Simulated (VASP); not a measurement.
A run of VASP 6.6.1:

INCAR

```
SYSTEM = GaSb
PREC = Accurate
ENCUT = 520
EDIFF = 1E-6
ISMEAR = 0
SIGMA = 0.02
LREAL = .False.
LASPH = .True.
NELM = 100
ALGO = Normal
ISIF = 2
LWAVE = .False.
LCHARG = .False.
GGA = CA
NBANDS = 16
```

File KPOINTS:

```
Automatic mesh
0
Gamma
  8 8 8
  0 0 0
```

POSCAR

```
GaSb
1.0
   -2.7534340000      2.7534340000      1.5960093567
    2.7534340000     -2.7534340000      1.5960093567
    2.7534340000      2.7534340000     -1.5960093567
Ga Sb
1 1
Direct
    0.2500000000      0.7500000000      0.5000000000
    0.0000000000      0.0000000000      0.0000000000
```

Potentials or basis: VASP PAW LDA potentials, release 64 (Ga_d, Sb).

Command:

```console
$ cat potpaw_LDA.64/Ga_d/POTCAR potpaw_LDA.64/Sb/POTCAR > POTCAR
$ mpirun -np 1 vasp_std > vasp.out
```

Hardware: 1 thread of Intel Xeon 6975P-C, with other jobs on the host.

Estimate the wall time of this run.

It took 26 s on 1 thread of Intel Xeon 6975P-C (shared host), peak memory 0.18 GiB. Counts: scf iterations 11, k points 59.
